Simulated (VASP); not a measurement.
# BaTiO3 (Pm-3m) in VASP: single point with r2SCAN

Aim: the single point of BaTiO3 with r2SCAN.

Everything below comes from runs of VASP 6.6.1. Logs are shortened: lines on timing, memory, paths and dates and some standing lists are left out, and cuts for length are marked.

### Step 1. The cell of the first run

Symmetry: Pm-3m, No. 221, cubic system. The conventional cell has a = 3.942 Å, b = 3.942 Å, c = 3.942 Å, α = 90.00°, β = 90.00°, γ = 90.00°. Ba (site symmetry m-3m) has 12 O at 2.79 Å and 8 Ti at 3.41 Å within 3.7 Å. Ti (site symmetry m-3m) has 6 O at 1.97 Å within 2.6 Å. Within 2.6 Å of O (site symmetry 4/mmm) lie 2 Ti at 1.97 Å.

### Step 2. Single point, r2SCAN

POSCAR

```
BaTiO3
1.0
    3.9421131900      0.0000000000      0.0000000000
    0.0000000000      3.9421131900      0.0000000000
    0.0000000000      0.0000000000      3.9421131900
Ba Ti O
1 1 3
Direct
    0.0000000000      0.0000000000      0.0000000000
    0.5000000000      0.5000000000      0.5000000000
    0.5000000000      0.5000000000      0.0000000000
    0.0000000000      0.5000000000      0.5000000000
    0.5000000000      0.0000000000      0.5000000000
```

INCAR.step1

```
PREC = Accurate
ENCUT = 520
ISMEAR = 0
SIGMA = 0.0105
LREAL = False
LASPH = True
NELM = 80
NBANDS = 28
GGA = PE
ALGO = Normal
EDIFF = 1E-4
LWAVE = True
LCHARG = False
```

INCAR.step2

```
PREC = Accurate
ENCUT = 520
EDIFF = 1E-6
ISMEAR = 0
SIGMA = 0.0105
LREAL = False
LASPH = True
NELM = 80
ALGO = Normal
ISIF = 2
LWAVE = False
LCHARG = True
METAGGA = R2SCAN
LMIXTAU = True
LELF = True
LVHAR = True
NBANDS = 28
ISTART = 1
```

KPOINTS

```
Automatic mesh
0
Gamma
  7 7 7
```

Potentials or basis: VASP PAW PBE potentials, release 64 (Ba_sv, Ti_sv, O).

Started as:

```sh
cat potpaw_PBE.64/Ba_sv/POTCAR potpaw_PBE.64/Ti_sv/POTCAR potpaw_PBE.64/O/POTCAR > POTCAR
cp INCAR.step1 INCAR
mpirun -np 1 vasp_std > vasp.out
cp INCAR.step2 INCAR
mpirun -np 1 vasp_std > vasp.out
```

OUTCAR:

```text
PREC = Accurate
   ENCUT = 520
   EDIFF = 1E-6
   ISMEAR = 0
   LREAL = False
   LASPH = True
   NELM = 80
   ISIF = 2
   METAGGA = R2SCAN
   ISTART = 1

 ion  position               nearest neighbor table
   1  0.000  0.000  0.000-   3 2.79   4 2.79   5 2.79   4 2.79   5 2.79   3 2.79   4 2.79   4 2.79
                             3 2.79   5 2.79   5 2.79   3 2.79   2 3.41   2 3.41   2 3.41   2 3.41
   2  0.500  0.500  0.500-   3 1.97   4 1.97   5 1.97   3 1.97   5 1.97   4 1.97   1 3.41   1 3.41
                             1 3.41   1 3.41   1 3.41   1 3.41   1 3.41   1 3.41
   3  0.500  0.500  0.000-   2 1.97   2 1.97   1 2.79   1 2.79   1 2.79   1 2.79
   4  0.000  0.500  0.500-   2 1.97   2 1.97   1 2.79   1 2.79   1 2.79   1 2.79
   5  0.500  0.000  0.500-   2 1.97   2 1.97   1 2.79   1 2.79   1 2.79   1 2.79

  LATTYP: Found a simple cubic cell.
 ALAT       =     3.9421131900

  Lattice vectors:

 A1 = (   3.9421131900,   0.0000000000,   0.0000000000)
 A2 = (   0.0000000000,   3.9421131900,   0.0000000000)
 A3 = (   0.0000000000,   0.0000000000,   3.9421131900)

Analysis of symmetry for initial positions (statically):
=====================================================================
 Subroutine PRICEL returns:
 Original cell was already a primitive cell.

 Routine SETGRP: Setting up the symmetry group for a
 simple cubic supercell.

 Subroutine GETGRP returns: Found 48 space group operations
 (whereof 48 operations were pure point group operations)
 out of a pool of 48 trial point group operations.

The static configuration has the point symmetry O_h .

Analysis of symmetry for dynamics (positions and initial velocities):
=====================================================================
 Subroutine PRICEL returns:
 Original cell was already a primitive cell.

 Routine SETGRP: Setting up the symmetry group for a
 simple cubic supercell.

 Subroutine GETGRP returns: Found 48 space group operations
 (whereof 48 operations were pure point group operations)
 out of a pool of 48 trial point group operations.

The dynamic configuration has the point symmetry O_h .

 Subroutine INISYM returns: Found 48 space group operations
 (whereof 48 operations are pure point group operations),
 and found     1 'primitive' translations

----------------------------------------------------------------------------------------

                                     Primitive cell

  volume of cell :      61.2614

  direct lattice vectors                    reciprocal lattice vectors
     3.942113190  0.000000000  0.000000000     0.253671052  0.000000000  0.000000000
     0.000000000  3.942113190  0.000000000     0.000000000  0.253671052  0.000000000
     0.000000000  0.000000000  3.942113190     0.000000000  0.000000000  0.253671052

  length of vectors
     3.942113190  3.942113190  3.942113190     0.253671052  0.253671052  0.253671052

  position of ions in fractional coordinates (direct lattice)
     0.000000000  0.000000000  0.000000000
     0.500000000  0.500000000  0.500000000
     0.500000000  0.500000000  0.000000000
     0.000000000  0.500000000  0.500000000
     0.500000000  0.000000000  0.500000000

  ion indices of the primitive-cell ions
   primitive index   ion index
                 1           1
                 2           2
                 3           3
                 4           4
                 5           5

----------------------------------------------------------------------------------------

 KPOINTS: Automatic mesh

Automatic generation of k-mesh.
 Grid dimensions read from file:
 generate k-points for:    7    7    7

 Generating k-lattice:

  Cartesian coordinates                     Fractional coordinates (reciprocal lattice)
     0.036238722  0.000000000  0.000000000     0.142857143  0.000000000  0.000000000
     0.000000000  0.036238722  0.000000000     0.000000000  0.142857143  0.000000000
     0.000000000  0.000000000  0.036238722     0.000000000  0.000000000  0.142857143

  Length of vectors
     0.036238722  0.036238722  0.036238722

  Shift w.r.t. Gamma in fractional coordinates (k-lattice)
     0.000000000  0.000000000  0.000000000

 Subroutine IBZKPT returns following result:
 ===========================================

 Found     20 irreducible k-points:

 Following reciprocal coordinates:
            Coordinates               Weight
  0.000000  0.000000  0.000000      1.000000
  0.142857  0.000000  0.000000      6.000000
  0.285714  0.000000  0.000000      6.000000
  0.428571  0.000000  0.000000      6.000000
  0.142857  0.142857  0.000000     12.000000
  0.285714  0.142857  0.000000     24.000000
[... 12 lines left out ...]
  0.428571  0.428571  0.285714     24.000000
  0.428571  0.428571  0.428571      8.000000
   k-points           NKPTS =     20   k-points in BZ     NKDIM =     20   number of bands    NBANDS=     28
   number of dos      NEDOS =    301   number of ions     NIONS =      5
   total plane-waves  NPLWV =  27000
   dimension x,y,z NGX =    30 NGY =   30 NGZ =   30
   dimension x,y,z NGXF=    60 NGYF=   60 NGZF=   60
   ions per type =               1   1   3
   NGX,Y,Z   is equivalent  to a cutoff of  12.65, 12.65, 12.65 a.u.
   NGXF,Y,Z  is equivalent  to a cutoff of  25.30, 25.30, 25.30 a.u.
 SYSTEM =  unknown system
   PREC   = accura    normal or accurate (medium, high low for compatibility)
   ISTART =      1    job   : 0-new  1-cont  2-samecut
   ICHARG =      0    charge: 1-file 2-atom 10-const
   ISPIN  =      1    spin polarized calculation?
   LNONCOLLINEAR =      F non collinear calculations
   LSORBIT =      F    spin-orbit coupling
   LASPH  =      T    aspherical Exc in radial PAW
   ENCUT  =  520.0 eV  38.22 Ry    6.18 a.u.   7.33  7.33  7.33*2*pi/ulx,y,z
   NELM   =     80;   NELMIN=  2; NELMDL=  0     # of ELM steps
   EDIFF  = 0.1E-05   stopping-criterion for ELM
   LREAL  =      F    real-space projection
   EDIFFG = 0.1E-04   stopping-criterion for IOM
   NSW    =      0    number of steps for IOM
   IBRION =     -1    ionic relax: 0-MD 1-quasi-New 2-CG
   NFREE  =      0    steps in history (QN), initial steepest desc. (CG)
   ISIF   =      2    stress and relaxation
   ISYM   =      2    0-nonsym 1-usesym 2-fastsym
   POTIM  = 0.5000    time-step for ionic-motion
   TEBEG  =    0.0;   TEEND  =   0.0 temperature during run
   PSTRESS=    0.0 pullay stress
   NELECT =      40.0000    total number of electrons
   NUPDOWN=      -1.0000    fix difference up-down
   EMIN   =  10.00;   EMAX   =-10.00  energy-range for DOS
   EFERMI =   0.00;   METHOD = LEGACY
   ISMEAR =     0;   SIGMA  =   0.01  broadening in eV -4-tet -1-fermi 0-gaus
   EFERMI_NEDOS =   21; number of points for ismear=-14 and -15
   IALGO  =     38    algorithm
   IMIX   =      4    mixing-type and parameters
     AMIX     =   0.40;   BMIX     =  1.00
     AMIX_MAG =   1.60;   BMIX_MAG =  1.00
  volume/ion in A,a.u.               =      12.25        82.68
  Fermi-wavevector in a.u.,A,eV,Ry     =   1.420253  2.683889 27.444567  2.017119
  Thomas-Fermi vector in A             =   2.541188
   LORBIT       =      0    0 simple, 1 ext, 2 COOP (PROOUT), +10 PAW based schemes
   METAGGA = R2SCAN    functional components
   LHFCALC =     F    Hartree Fock is set to
   AEXX    =    0.0000 exact exchange contribution
   IVDW    =     0    specifies the selected vdW correction
   LEPSILON=     F    determine dielectric tensor
   LRPA    =     F    only Hartree local field effects (RPA)
 non-spin polarized calculation
 Gauss-broadening in eV      SIGMA  =   0.01
  energy-cutoff  :      520.00
  volume of cell :       61.26
 maximum number of plane-waves:      1663
 NGX is ok and might be reduce to    30
   NGX = 15   NGY = 15   NGZ = 15

 number of electron      39.9999987 magnetization

 Free energy of the ion-electron system (eV)
  ---------------------------------------------------
  ext. energy  EPLUGINS =         0.00000000
  ---------------------------------------------------
  free energy    TOTEN  =       -74.13705913 eV

  energy without entropy =      -74.13705913  energy(sigma->0) =      -74.13705913

 E-fermi :   3.9887     XC(G=0): -12.1810

 val. band max:        3.8246633761   @ k =   0.4286   0.4286   0.4286
 cond. band min:       6.1331035241   @ k =   0.0000   0.0000   0.0000
 fundamental gap:      2.3084401480
 Fermi energy:         3.9887484726

 k-point     1 :       0.0000    0.0000    0.0000
  band No.  band energies     occupation
      1     -54.7738      2.00000
      2     -29.9610      2.00000
      3     -29.9610      2.00000
      4     -29.9610      2.00000
      5     -21.4832      2.00000
      6     -14.0642      2.00000
[... 20 lines left out ...]
     27       9.5545      0.00000
     28      12.7532      0.00000

 k-point     2 :       0.1429    0.0000    0.0000
  band No.  band energies     occupation
      1     -54.7736      2.00000
      2     -29.9748      2.00000
      3     -29.9605      2.00000
      4     -29.9605      2.00000
      5     -21.4527      2.00000
      6     -14.0887      2.00000
[... 20 lines left out ...]
     27       9.9895      0.00000
     28      13.2525      0.00000

 k-point     3 :       0.2857    0.0000    0.0000
  band No.  band energies     occupation
      1     -54.7729      2.00000
      2     -30.0058      2.00000
      3     -29.9594      2.00000
      4     -29.9594      2.00000
      5     -21.3826      2.00000
      6     -14.2241      2.00000
[... 20 lines left out ...]
     27      11.0989      0.00000
     28      13.1214      0.00000

 k-point     4 :       0.4286    0.0000    0.0000
  band No.  band energies     occupation
      1     -54.7724      2.00000
      2     -30.0305      2.00000
      3     -29.9585      2.00000
      4     -29.9585      2.00000
      5     -21.3246      2.00000
      6     -14.3678      2.00000
[... 454 lines left out ...]
     27      12.8270      0.00000
     28      12.9936      0.00000

 k-point    19 :       0.4286    0.4286    0.2857
  band No.  band energies     occupation
      1     -54.7702      2.00000
      2     -30.0244      2.00000
      3     -30.0242      2.00000
      4     -29.9994      2.00000
      5     -21.1743      2.00000
      6     -13.4763      2.00000
[... 20 lines left out ...]
     27      12.6615      0.00000
     28      12.7312      0.00000

 k-point    20 :       0.4286    0.4286    0.4286
  band No.  band energies     occupation
      1     -54.7697      2.00000
      2     -30.0233      2.00000
      3     -30.0231      2.00000
      4     -30.0231      2.00000
      5     -21.1451      2.00000
      6     -13.2511      2.00000
[... 20 lines left out ...]
     27      12.3855      0.00000
     28      12.3855      0.00000

------------------------ aborting loop because EDIFF is reached ----------------------------------------

  FORCE on cell =-STRESS in cart. coord.  units (eV):
  Direction    XX          YY          ZZ          XY          YZ          ZX
  --------------------------------------------------------------------------------------
  -------------------------------------------------------------------------------------
  Total        3.8450694      3.8450694      3.8450694      0.0000000      0.0000000      0.0000000
  in kB      100.5605167    100.5605167    100.5605167      0.0000000      0.0000000      0.0000000
  external PRESSURE =     100.5605167 kB  Pullay stress =       0.0000000 kB

 VOLUME and BASIS-vectors are now :
 -----------------------------------------------------------------------------
  energy-cutoff  :      520.00
  volume of cell :       61.26
      direct lattice vectors                 reciprocal lattice vectors
     3.942113190  0.000000000  0.000000000     0.253671052  0.000000000  0.000000000
     0.000000000  3.942113190  0.000000000     0.000000000  0.253671052  0.000000000
     0.000000000  0.000000000  3.942113190     0.000000000  0.000000000  0.253671052

 POSITION                                       TOTAL-FORCE (eV/Angst)
 -----------------------------------------------------------------------------------
      0.00000      0.00000      0.00000         0.000000      0.000000      0.000000
      1.97106      1.97106      1.97106         0.000000      0.000000      0.000000
      1.97106      1.97106      0.00000         0.000000      0.000000      0.000000
      0.00000      1.97106      1.97106         0.000000      0.000000      0.000000
      1.97106      0.00000      1.97106         0.000000      0.000000      0.000000
 -----------------------------------------------------------------------------------
    total drift:                                0.000000      0.000000     -0.000000

  FREE ENERGIE OF THE ION-ELECTRON SYSTEM (eV)
  ---------------------------------------------------
  free  energy   TOTEN  =       -74.1370591316 eV

  energy  without entropy=      -74.1370591316  energy(sigma->0) =      -74.13705913
```

Run time: 87 s. Hardware: 1 thread of Intel Xeon 6975P-C (Granite Rapids), shared host; peak memory 0.19 GiB.

Results:

| Item | Value |
| --- | --- |
| Free energy | -74.1371 eV |
| Pressure | 10.1 GPa |
| Band gap on the k mesh | 2.31 eV, indirect (least direct gap 2.35 eV) |

Caveat: the PAW data sets were made with another functional, which shifts forces and pressure a little; spin-orbit coupling is left out, which moves the levels of the heavy elements. A k mesh can miss the band edges.
